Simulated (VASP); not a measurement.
# CO in VASP: a series of runs, part 2 of 2

VASP 6.6.1.

## (5) Single point, r2SCAN+D3(BJ)

Input file POSCAR:

```
CO
1.0
    7.7417530000      0.0000000000      0.0000000000
    0.0000000000      7.7417530000      0.0000000000
    0.0000000000      0.0000000000      7.7417530000
O C
8 8
Direct
    0.8828491428      0.2970645021      0.6278810497
    0.4647267873      0.1819613723      0.1482868286
    0.7404524531      0.7716081874      0.7362286035
    0.1834855749      0.8293212145      1.0362510920
    0.4446538142      0.4350306707      0.6299865160
    0.3731196281      0.0265960436      0.5352534497
    0.9033096251      0.2810603748      0.0418509865
    0.7982558989      0.8397968780      0.2887588896
    0.8887909495      0.3890591704      0.5135787721
    0.3722025231      0.1778925264      0.0353795839
    0.6959018197      0.8851741976      0.8167917525
    0.1086575611      0.8684208861      0.9160070077
    0.3830398619      0.5616815726      0.6724187661
    0.2445570144      0.0688087052      0.4900957186
    0.8570281175      0.4164560662      0.0170245679
    0.6767459515      0.7617396215      0.3213354908
```

Input file INCAR.step1:

```
SYSTEM = CO
PREC = Accurate
ENCUT = 520
ISMEAR = -1
SIGMA = 0.05
LREAL = Auto
LASPH = .TRUE.
NELM = 100
NBANDS = 54
GGA = PE
ALGO = Normal
EDIFF = 1E-4
LWAVE = .TRUE.
LCHARG = .FALSE.
```

Input file INCAR.step2:

```
SYSTEM = CO
PREC = Accurate
ENCUT = 520
EDIFF = 1E-6
ISMEAR = -1
SIGMA = 0.05
LREAL = Auto
LASPH = .TRUE.
NELM = 100
ALGO = Normal
ISIF = 2
LWAVE = .FALSE.
LCHARG = .FALSE.
METAGGA = R2SCAN
LMIXTAU = .TRUE.
IVDW = 12
VDW_S6 = 1.0
VDW_S8 = 0.78981345
VDW_A1 = 0.49484001
VDW_A2 = 5.73083694
NBANDS = 54
ISTART = 1
```

Input file KPOINTS:

```
Automatic mesh
0
G
  1 1 1
  0 0 0
```

Started as:

```sh
$ cat potpaw_PBE.64/O/POTCAR potpaw_PBE.64/C/POTCAR > POTCAR
$ cp INCAR.step1 INCAR
$ mpirun -np 1 vasp_gam > vasp.out
$ cp INCAR.step2 INCAR
$ mpirun -np 1 vasp_gam > vasp.out
```

It took 5.7 min on 1 thread of AMD EPYC 7R13, shared host; peak memory 0.48 GiB.

The run converged. Its results:

* Free energy: -132.2412 eV
* Pressure: 0.3 GPa
* Largest force: 4.122 eV/Å
* Dispersion energy per atom: -0.024 eV

Forces on the atoms (eV/Å):
```
O   -0.013  0.184 -0.213
O    0.360  0.004  0.427
O    0.080 -0.297 -0.249
O   -0.155  0.002 -0.202
O   -0.181  0.410  0.129
O    3.698 -1.250  1.324
O    0.410 -1.165  0.241
O   -1.088 -0.689  0.289
C   -0.010 -0.179  0.176
C   -0.277  0.105 -0.450
C   -0.154  0.301  0.235
C    0.180 -0.078  0.233
C    0.166 -0.413 -0.144
C   -3.692  1.217 -1.299
C   -0.411  1.157 -0.179
C    1.084  0.691 -0.317
```

Stress tensor (GPa, compression positive):
```
 0.83 -0.67  0.67
-0.67  0.10 -0.05
 0.67 -0.05  0.02
```

Levels at points of the mesh, in eV from the Fermi level:
```tsv
k point	band 36	band 37	band 38	band 39	band 40	band 41	band 42	band 43	band 44	band 45
(0.00, 0.00, 0.00)	-1.45	-1.43	-1.37	-1.32	-1.24	5.68	5.81	5.90	5.92	6.04
```

Caveat: the k points lie up to 0.81 Å⁻¹ apart; the PAW data sets were made with another functional, which shifts forces and pressure a little.

## (6) Single point, r2SCAN+D3(BJ)

Input file POSCAR:

```
CO
1.0
    7.7417530000      0.0000000000      0.0000000000
    0.0000000000      7.7417530000      0.0000000000
    0.0000000000      0.0000000000      7.7417530000
O C
8 8
Direct
    0.8879384294      0.2916006233      0.6230759364
    0.4583070527      0.1737461787      0.1442954845
    0.7349369064      0.7658601353      0.7418087351
    0.1817417838      0.8412694128      1.0380207170
    0.4492522559      0.4298251313      0.6364837525
    0.3724866965      0.0276294012      0.5200372577
    0.9065905358      0.2923498076      0.0519649749
    0.7993796754      0.8364384656      0.2921818870
    0.8970836450      0.3784285032      0.5093936735
    0.3763230369      0.1836276616      0.0261439496
    0.6820935775      0.8863238081      0.8076982048
    0.0970968720      0.8735618406      0.9241576165
    0.3956339088      0.5523813534      0.6910450385
    0.2409919304      0.0787806069      0.4763520613
    0.8541476330      0.4230695554      0.0152678599
    0.6755705071      0.7635996653      0.3235313759
```

Input file INCAR.step1:

```
ALGO     = Normal         # electronic algorithm
EDIFF    = 1E-4           # SCF threshold, eV
ENCUT    = 520            # plane-wave cutoff, eV
GGA      = PE             # functional
ISMEAR   = -1             # smearing method
LASPH    = True           # aspherical terms in the spheres
LCHARG   = False          # write CHGCAR
LREAL    = Auto         
LWAVE    = True           # write WAVECAR
NBANDS   = 54             # bands
NELM     = 100            # most SCF steps
PREC     = Accurate       # precision mode
SIGMA    = 0.05           # smearing width, eV
```

Input file INCAR.step2:

```
ALGO     = Normal         # electronic algorithm
EDIFF    = 1E-6           # SCF threshold, eV
ENCUT    = 520            # plane-wave cutoff, eV
ISIF     = 2              # what is computed and relaxed
ISMEAR   = -1             # smearing method
ISTART   = 1            
IVDW     = 12             # dispersion correction
LASPH    = True           # aspherical terms in the spheres
LCHARG   = True           # write CHGCAR
LELF     = True           # ELF
LMIXTAU  = True         
LREAL    = Auto         
LVHAR    = True         
LWAVE    = False          # write WAVECAR
METAGGA  = R2SCAN         # meta-GGA
NBANDS   = 54             # bands
NELM     = 100            # most SCF steps
PREC     = Accurate       # precision mode
SIGMA    = 0.05           # smearing width, eV
VDW_A1   = 0.49484001   
VDW_A2   = 5.73083694   
VDW_S6   = 1.0          
VDW_S8   = 0.78981345
```

Input file KPOINTS:

```
k-points
0
Gamma
  1 1 1
```

Potentials or basis: VASP PAW PBE potentials, release 64 (O, C).

Started as:

```sh
$ cat potpaw_PBE.64/O/POTCAR potpaw_PBE.64/C/POTCAR > POTCAR
$ cp INCAR.step1 INCAR
$ mpirun -np 1 vasp_gam > vasp.out
$ cp INCAR.step2 INCAR
$ mpirun -np 1 vasp_gam > vasp.out
```

It took 5.8 min on 1 thread of AMD EPYC 7R13, shared host; peak memory 0.49 GiB.

Results (log left out):

* Free energy: -132.2120 eV
* Pressure: 0.9 GPa
* Largest force: 3.309 eV/Å
* Dispersion energy per atom: -0.024 eV

Forces on the atoms (eV/Å):
```
O   -0.242 -1.983  2.620
O    1.432 -0.170  2.001
O   -0.212  0.426  0.172
O    0.602 -0.297  0.861
O    0.807 -1.759 -0.811
O   -0.925  0.323 -0.272
O    0.348 -0.851  0.237
O   -0.341 -0.186  0.084
C    0.194  1.997 -2.631
C   -1.342  0.274 -2.037
C    0.160 -0.390 -0.186
C   -0.572  0.245 -0.830
C   -0.843  1.750  0.789
C    0.941 -0.384  0.316
C   -0.348  0.828 -0.197
C    0.339  0.177 -0.116
```

Stress tensor (GPa, compression positive):
```
 0.02 -0.22  0.46
-0.22  0.95 -0.56
 0.46 -0.56  1.61
```

Levels at points of the mesh, in eV from the Fermi level:
| k point | band 37 | band 38 | band 39 | band 40 | band 41 | band 42 | band 43 | band 44 |
| --- | --- | --- | --- | --- | --- | --- | --- | --- |
| (0.00, 0.00, 0.00) | -1.42 | -1.38 | -1.32 | -1.27 | 5.73 | 5.87 | 5.95 | 6.00 |

Caveat: the k points lie up to 0.81 Å⁻¹ apart; the atoms stand as in a frame of molecular dynamics; the PAW data sets were made with another functional, which shifts forces and pressure a little.

## (7) The runs side by side

| cell | pressure (GPa) | largest force (eV/Å) |
| --- | --- | --- |
| as given, atomic positions A | 0.8 | 1.07 |
| as given, atomic positions B | 0.6 | 4.48 |
| as given, atomic positions C | 1.2 | 5.64 |
| as given, atomic positions D | 0.3 | 4.12 |
| as given, atomic positions E | 0.9 | 3.31 |

Alike in all rows: task single point; level r2SCAN+D3(BJ); potentials or basis VASP PAW PBE potentials, release 64 (O, C); no spin polarisation; k mesh 1 × 1 × 1; cutoff (eV) 520; smearing fermi-dirac 0.05 eV.

Caveats: all runs use coarse meshes; the PAW data sets were made with another functional, which shifts forces and pressure a little; the atoms stand as in a frame of molecular dynamics (at least some runs).

Total energies depend on the potentials used, so only differences within one code and one set of settings carry meaning.
